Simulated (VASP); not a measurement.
# Ge (P-3m1) in VASP: further runs

Aim: see how the results for Ge move with the level of theory and the settings. Levels: PBEsol-based screened hybrid, HF. Tasks: single point.

All numbers are computed with VASP 6.6.1; they aren't measurements. Logs are shortened: lines on timing, memory, paths and dates and some standing lists are left out, and cuts for length are marked.

**1. The cell of the first run**

The structure is trigonal, space group P-3m1 (No. 164). Conventional cell: a = 4.016 Å, b = 4.016 Å, c = 3.130 Å, α = 90.00°, β = 90.00°, γ = 120.00°. Within 3.3 Å of Ge (site symmetry 3m) lie 8 Ge at 2.47 to 3.25 Å.

**2. Single point, PBEsol-based screened hybrid**

The input, POSCAR:

```
Ge
1.0
    4.0164382029     -0.0000028345      0.0000000000
   -2.0082166466      3.4783389337      0.0000000000
    0.0000000000      0.0000000000      3.1299668719
Ge
2
Direct
    0.6666666667      0.3333333333      0.1371746716
    0.3333333333      0.6666666667      0.8628253284
```

The input, INCAR.step1:

```
SYSTEM = Ge
PREC = Accurate ; ENCUT = 520
EDIFF = 1E-5 ; ISMEAR = -1
SIGMA = 0.05 ; LREAL = .False.
LASPH = .True. ; NELM = 100
ALGO = Normal ; ISIF = 2
LWAVE = .True. ; LCHARG = .False.
NBANDS = 21 ; GGA = PE
```

The input, INCAR.step2:

```
SYSTEM = Ge
PREC = Accurate ; ENCUT = 520
EDIFF = 1E-6 ; ISMEAR = -1
SIGMA = 0.05 ; LREAL = .False.
LASPH = .True. ; NELM = 100
ALGO = Normal ; ISIF = 2
LWAVE = .False. ; LCHARG = .False.
GGA = PS ; LHFCALC = .True.
AEXX = 0.25 ; HFSCREEN = 0.207
PRECFOCK = Normal ; NBANDS = 21
ISTART = 1
```

The input, KPOINTS:

```
regular mesh
0
Gamma
  4 4 4
  0 0 0
```

Potentials or basis: VASP PAW PBE potentials, release 64 (Ge_d).

On the command line:

```
cat potpaw_PBE.64/Ge_d/POTCAR > POTCAR
cp INCAR.step1 INCAR
mpirun -np 1 vasp_std > vasp.out
cp INCAR.step2 INCAR
mpirun -np 1 vasp_std > vasp.out
```

OUTCAR:

```text
SYSTEM = Ge
   PREC = Accurate
   ENCUT = 520
   EDIFF = 1E-6
   ISMEAR = -1
   LREAL = .False.
   LASPH = .True.
   NELM = 100
   ISIF = 2
   GGA = PS
   LHFCALC = .True.
   AEXX = 0.25
   HFSCREEN = 0.207
   PRECFOCK = Normal
   ISTART = 1

 ion  position               nearest neighbor table
   1  0.667  0.333  0.137-   2 2.47   2 2.47   2 2.47
   2  0.333  0.667  0.863-   1 2.47   1 2.47   1 2.47

  LATTYP: Found a hexagonal cell.
 ALAT       =     4.0164382029
 C/A-ratio  =     0.7792891895

  Lattice vectors:

 A1 = (   4.0164382029,  -0.0000028345,   0.0000000000)
 A2 = (  -2.0082166466,   3.4783389337,   0.0000000000)
 A3 = (   0.0000000000,   0.0000000000,   3.1299668719)

Analysis of symmetry for initial positions (statically):
=====================================================================
 Subroutine PRICEL returns:
 Original cell was already a primitive cell.

 Routine SETGRP: Setting up the symmetry group for a
 hexagonal supercell.

 Subroutine GETGRP returns: Found 12 space group operations
 (whereof 12 operations were pure point group operations)
 out of a pool of 24 trial point group operations.

The static configuration has the point symmetry D_3d.

Analysis of symmetry for dynamics (positions and initial velocities):
=====================================================================
 Subroutine PRICEL returns:
 Original cell was already a primitive cell.

 Routine SETGRP: Setting up the symmetry group for a
 hexagonal supercell.

 Subroutine GETGRP returns: Found 12 space group operations
 (whereof 12 operations were pure point group operations)
 out of a pool of 24 trial point group operations.

The dynamic configuration has the point symmetry D_3d.

 Subroutine INISYM returns: Found 12 space group operations
 (whereof 12 operations are pure point group operations),
 and found     1 'primitive' translations

----------------------------------------------------------------------------------------

                                     Primitive cell

  volume of cell :      43.7273

  direct lattice vectors                    reciprocal lattice vectors
     4.016438203 -0.000002835  0.000000000     0.248976919  0.143746657  0.000000000
    -2.008216647  3.478338934  0.000000000     0.000000203  0.287493665  0.000000000
     0.000000000  0.000000000  3.129966872     0.000000000  0.000000000  0.319492199

  length of vectors
     4.016438203  4.016438203  3.129966872     0.287493665  0.287493665  0.319492199

  position of ions in fractional coordinates (direct lattice)
     0.666666667  0.333333333  0.137174672
     0.333333333  0.666666667  0.862825328

  ion indices of the primitive-cell ions
   primitive index   ion index
                 1           1
                 2           2

----------------------------------------------------------------------------------------

 KPOINTS: regular mesh

Automatic generation of k-mesh.
 Grid dimensions read from file:
 generate k-points for:    4    4    4

 Generating k-lattice:

  Cartesian coordinates                     Fractional coordinates (reciprocal lattice)
     0.062244230  0.035936664  0.000000000     0.250000000  0.000000000  0.000000000
     0.000000051  0.071873416  0.000000000     0.000000000  0.250000000  0.000000000
     0.000000000  0.000000000  0.079873050     0.000000000  0.000000000  0.250000000

  Length of vectors
     0.071873416  0.071873416  0.079873050

  Shift w.r.t. Gamma in fractional coordinates (k-lattice)
     0.000000000  0.000000000  0.000000000

 Subroutine IBZKPT returns following result:
 ===========================================

 Found     13 irreducible k-points:

 Following reciprocal coordinates:
            Coordinates               Weight
  0.000000  0.000000  0.000000      1.000000
  0.250000 -0.000000  0.000000      6.000000
  0.500000 -0.000000  0.000000      3.000000
  0.250000  0.250000  0.000000      6.000000
  0.000000  0.000000  0.250000      2.000000
  0.250000 -0.000000  0.250000      6.000000
 -0.000000  0.250000  0.250000      6.000000
  0.500000 -0.000000  0.250000      6.000000
  0.250000  0.250000  0.250000     12.000000
  0.000000  0.000000  0.500000      1.000000
  0.250000 -0.000000  0.500000      6.000000
  0.500000 -0.000000  0.500000      3.000000
  0.250000  0.250000  0.500000      6.000000
   k-points           NKPTS =     13   k-points in BZ     NKDIM =     64   number of bands    NBANDS=     21
   number of dos      NEDOS =    301   number of ions     NIONS =      2
   total plane-waves  NPLWV =  21600
   dimension x,y,z NGX =    30 NGY =   30 NGZ =   24
   dimension x,y,z NGXF=    60 NGYF=   60 NGZF=   48
   ions per type =               2
   NGX,Y,Z   is equivalent  to a cutoff of  12.42, 12.42, 12.75 a.u.
   NGXF,Y,Z  is equivalent  to a cutoff of  24.83, 24.83, 25.49 a.u.
 SYSTEM =  Ge
   PREC   = accura    normal or accurate (medium, high low for compatibility)
   ISTART =      1    job   : 0-new  1-cont  2-samecut
   ICHARG =      0    charge: 1-file 2-atom 10-const
   ISPIN  =      1    spin polarized calculation?
   LNONCOLLINEAR =      F non collinear calculations
   LSORBIT =      F    spin-orbit coupling
   LASPH  =      T    aspherical Exc in radial PAW
   ENCUT  =  520.0 eV  38.22 Ry    6.18 a.u.   7.47  7.47  5.82*2*pi/ulx,y,z
   NELM   =    100;   NELMIN=  2; NELMDL=  0     # of ELM steps
   EDIFF  = 0.1E-05   stopping-criterion for ELM
   LREAL  =      F    real-space projection
   EDIFFG = 0.1E-04   stopping-criterion for IOM
   NSW    =      0    number of steps for IOM
   IBRION =     -1    ionic relax: 0-MD 1-quasi-New 2-CG
   NFREE  =      0    steps in history (QN), initial steepest desc. (CG)
   ISIF   =      2    stress and relaxation
   ISYM   =      3    0-nonsym 1-usesym 2-fastsym
   POTIM  = 0.5000    time-step for ionic-motion
   TEBEG  =    0.0;   TEEND  =   0.0 temperature during run
   PSTRESS=    0.0 pullay stress
   NELECT =      28.0000    total number of electrons
   NUPDOWN=      -1.0000    fix difference up-down
   EMIN   =  10.00;   EMAX   =-10.00  energy-range for DOS
   EFERMI =   0.00;   METHOD = LEGACY
   ISMEAR =    -1;   SIGMA  =   0.05  broadening in eV -4-tet -1-fermi 0-gaus
   EFERMI_NEDOS =   21; number of points for ismear=-14 and -15
   IALGO  =     38    algorithm
   IMIX   =      1    mixing-type and parameters
     AMIX     =   0.40;   BMIX     =  1.00
     AMIX_MAG =   1.60;   BMIX_MAG =  1.00
  volume/ion in A,a.u.               =      21.86       147.54
  Fermi-wavevector in a.u.,A,eV,Ry     =   1.411053  2.666504 27.090159  1.991071
  Thomas-Fermi vector in A             =   2.532944
   LORBIT       =      0    0 simple, 1 ext, 2 COOP (PROOUT), +10 PAW based schemes
   GGA     = PS    functional components
   LHFCALC =     T    Hartree Fock is set to
   PRECFOCK=normal    Normal, Fast or Accurate (Low or Medium for compatibility)
   ENCUT4O =  -1.0   cutoff for four orbital integrals eV
   NKREDX  =     1    reduce k-point grid by
   NKREDY  =     1    reduce k-point grid by
   NKREDZ  =     1    reduce k-point grid by
   AEXX    =    0.2500 exact exchange contribution
   HFSCREEN=    0.2070 screening length (either q_TF or 0.3 A-1)
   HFSCREENC=   0.2070 screening length for correlation (either q_TF or 0.3 A-1)
   ENCUTFOCK=  -1.0 apply spherical cutoff to Coloumb kernel
   IVDW    =     0    specifies the selected vdW correction
   LEPSILON=     F    determine dielectric tensor
   LRPA    =     F    only Hartree local field effects (RPA)
 non-spin polarized calculation
  energy-cutoff  :      520.00
  volume of cell :       43.73
 maximum number of plane-waves:      1191
 NGX is ok and might be reduce to    30
  NGX = 24; NGY = 24; NGZ = 18

 number of electron      28.0000009 magnetization

 Free energy of the ion-electron system (eV)
  ---------------------------------------------------
  ext. energy  EPLUGINS =         0.00000000
  ---------------------------------------------------
  free energy    TOTEN  =       -10.42388795 eV

  energy without entropy =      -10.41655738  energy(sigma->0) =      -10.42022266

 E-fermi :   4.9520     XC(G=0):  -8.6089

 val. band max:        4.7216292119   @ k =   0.0000   0.0000   0.2500
 cond. band min:       4.9537082750   @ k =   0.2500  -0.0000   0.5000
 fundamental gap:      0.2320790631
 Fermi energy:         4.9520196817

 k-point     1 :       0.0000    0.0000    0.0000
  band No.  band energies     occupation
      1     -23.0182      2.00000
      2     -23.0182      2.00000
      3     -22.9600      2.00000
      4     -22.9499      2.00000
      5     -22.9401      2.00000
      6     -22.9401      2.00000
[... 13 lines left out ...]
     20      19.7561      0.00000
     21      20.8232      0.00000

 k-point     2 :       0.2500   -0.0000    0.0000
  band No.  band energies     occupation
      1     -23.0308      2.00000
      2     -23.0253      2.00000
      3     -22.9831      2.00000
      4     -22.9381      2.00000
      5     -22.9195      2.00000
      6     -22.8958      2.00000
[... 13 lines left out ...]
     20      16.8539      0.00000
     21      17.4086      0.00000

 k-point     3 :       0.5000   -0.0000    0.0000
  band No.  band energies     occupation
      1     -23.0296      2.00000
      2     -23.0248      2.00000
      3     -23.0069      2.00000
      4     -22.9427      2.00000
      5     -22.8926      2.00000
      6     -22.8623      2.00000
[... 13 lines left out ...]
     20      16.2278      0.00000
     21      16.3327      0.00000
[... 193 lines left out ...]
 k-point    12 :       0.5000   -0.0000    0.5000
  band No.  band energies     occupation
      1     -23.0334      2.00000
      2     -23.0019      2.00000
      3     -22.9894      2.00000
      4     -22.9398      2.00000
      5     -22.9262      2.00000
      6     -22.8466      2.00000
[... 13 lines left out ...]
     20      18.2662      0.00000
     21      18.3281      0.00000

 k-point    13 :       0.2500    0.2500    0.5000
  band No.  band energies     occupation
      1     -23.0400      2.00000
      2     -23.0083      2.00000
      3     -22.9829      2.00000
      4     -22.9397      2.00000
      5     -22.8943      2.00000
      6     -22.8630      2.00000
[... 13 lines left out ...]
     20      15.9050      0.00000
     21      18.6101      0.00000

------------------------ aborting loop because EDIFF is reached ----------------------------------------

  FORCE on cell =-STRESS in cart. coord.  units (eV):
  Direction    XX          YY          ZZ          XY          YZ          ZX
  --------------------------------------------------------------------------------------
  -------------------------------------------------------------------------------------
  Total        0.0246665      0.0246665      0.0371743      0.0000000     -0.0000000      0.0000000
  in kB        0.9037871      0.9037871      1.3620742      0.0000000     -0.0000000      0.0000000
  external PRESSURE =       1.0565495 kB  Pullay stress =       0.0000000 kB

 VOLUME and BASIS-vectors are now :
 -----------------------------------------------------------------------------
  energy-cutoff  :      520.00
  volume of cell :       43.73
      direct lattice vectors                 reciprocal lattice vectors
     4.016438203 -0.000002835  0.000000000     0.248976919  0.143746657  0.000000000
    -2.008216647  3.478338934  0.000000000     0.000000203  0.287493665  0.000000000
     0.000000000  0.000000000  3.129966872     0.000000000  0.000000000  0.319492199

 POSITION                                       TOTAL-FORCE (eV/Angst)
 -----------------------------------------------------------------------------------
      2.00822      1.15944      0.42935         0.000000      0.000000     -0.003995
      0.00000      2.31889      2.70061        -0.000000     -0.000000      0.003995
 -----------------------------------------------------------------------------------
    total drift:                               -0.000000     -0.000000     -0.000000

  FREE ENERGIE OF THE ION-ELECTRON SYSTEM (eV)
  ---------------------------------------------------
  free  energy   TOTEN  =       -10.4238879473 eV

  energy  without entropy=      -10.4165573775  energy(sigma->0) =      -10.42022266
```

Run time: 15 min. Hardware: 1 thread of Intel Xeon Platinum 8375C at 2.90GHz (Ice Lake), shared host; peak memory 0.26 GiB.

What came out:

```
Free energy            : -10.4239 eV
Pressure               : 0.1 GPa
Largest force          : 0.004 eV/Å
Band gap on the k mesh : zero (band 14 reaches 7.93 eV, above the bottom of band 15 at 2.70 eV)
```

Forces on the atoms (eV/Å):
```
Ge   0.000  0.000 -0.004
Ge   0.000  0.000  0.004
```

Levels at points of the mesh, in eV from the Fermi level:
```
           k point  band 10  band 11  band 12  band 13  band 14  band 15  band 16  band 17  band 18  band 19
(0.00, 0.00, 0.00)   -27.71   -14.15    -2.27    -1.77    -1.77     3.21     3.21     3.67     4.32     7.03
(0.50, 0.00, 0.00)   -27.67   -11.82    -9.74    -3.54    -0.35     4.88     5.20     9.01     9.51     9.88
(0.00, 0.00, 0.50)   -27.71   -11.54    -7.53     0.35     0.35     1.72     3.17     4.60     4.60     8.08
(0.50, 0.00, 0.50)   -27.68    -9.26    -7.30    -4.81    -2.74    -1.31     2.93     4.33     5.29    13.07
```

Caveat: the k points lie up to 0.50 Å⁻¹ apart; the PAW data sets were made with another functional, which shifts forces and pressure a little.

(Continued in part 2 of 2.)
